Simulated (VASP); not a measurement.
Wanted: the native input for a VASP 6.6.1 run.

```yaml
Task: dielectric tensor
Functional: PBE
Potentials_or_basis: VASP PAW PBE potentials, release 64 (Pb_d, Se)
Cutoff: 520 eV
k_mesh: 6 × 6 × 6
Occupations: gaussian, width 0.01 eV
Spin: no spin polarisation
Dipole_correction: no
Further_INCAR_settings: ALGO = Normal; EDIFF = 1e-08
```

The structure of PbSe lies in POSCAR:

```
PbSe
1.0
    0.0000000000      3.0887022216      3.0887022216
    3.0887022216      0.0000000000      3.0887022216
    3.0887022216      3.0887022216      0.0000000000
Pb Se
1 1
Direct
    0.0000000000      0.0000000000      0.0000000000
    0.5000000000      0.5000000000      0.5000000000
```

One way to write it, as run:

INCAR

```
PREC     = Accurate       # precision mode
ENCUT    = 520            # plane-wave cutoff, eV
EDIFF    = 1E-8           # SCF threshold, eV
ISMEAR   = 0              # smearing method
SIGMA    = 0.01           # smearing width, eV
LREAL    = False          # projectors in reciprocal space
LASPH    = True           # aspherical terms in the spheres
NELM     = 60             # most SCF steps
ALGO     = Normal         # electronic algorithm
ISIF     = 2              # what is computed and relaxed
LWAVE    = False          # write WAVECAR
LCHARG   = False          # write CHGCAR
GGA      = PE             # functional
LEPSILON = True           # dielectric tensor by DFPT
```

KPOINTS

```
regular mesh
0
Gamma
  6 6 6
```

Potentials or basis: VASP PAW PBE potentials, release 64 (Pb_d, Se).

Launch:

```bash
$ cat potpaw_PBE.64/Pb_d/POTCAR potpaw_PBE.64/Se/POTCAR > POTCAR
$ mpirun -np 1 vasp_std > vasp.out
```

Results of the run:

```
Band gap on the k mesh                  : 0.38 eV, direct
Electronic dielectric tensor (diagonal) : 30.44
Born charges (mean of the diagonal)     : Pb +3.67; Se -3.67 e
```

Caveat: the gap is small at this level, which inflates the dielectric constant; spin-orbit coupling is left out, which moves the levels of the heavy elements.

It took 2.4 min on 1 thread of AMD EPYC 9R45 (Zen 5), on a shared host, peak memory 0.2 GiB.
